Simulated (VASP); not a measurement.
Here is a VASP 6.6.1 calculation.

INCAR

```
SYSTEM = Ni
PREC = Accurate
ENCUT = 520
EDIFF = 1E-7
ISMEAR = -1
SIGMA = 0.1
LREAL = .FALSE.
LASPH = .TRUE.
NELM = 150
ALGO = Normal
ISIF = 2
LWAVE = .FALSE.
LCHARG = .FALSE.
ISPIN = 2
MAGMOM = 0.73
LORBIT = 11
NUPDOWN = 0.73
LMAXMIX = 4
GGA = CA
NBANDS = 15
```

KPOINTS

```
regular mesh
0
G
  16 16 16
  0 0 0
```

File POSCAR:

```
Ni
1.0
    0.0000000000      1.7619350000      1.7619350000
    1.7619350000      0.0000000000      1.7619350000
    1.7619350000      1.7619350000      0.0000000000
Ni
1
Direct
    0.0000000000      0.0000000000      0.0000000000
```

Potentials or basis: VASP PAW LDA potentials, release 64 (Ni).

The run is started by

```sh
$ cat potpaw_LDA.64/Ni/POTCAR > POTCAR
$ mpirun -np 1 vasp_std > vasp.out
```

**Question.** Predict the pressure.

**Answer.** -16.5 GPa.

Caveat: the total moment is fixed, so each spin has its own Fermi level.
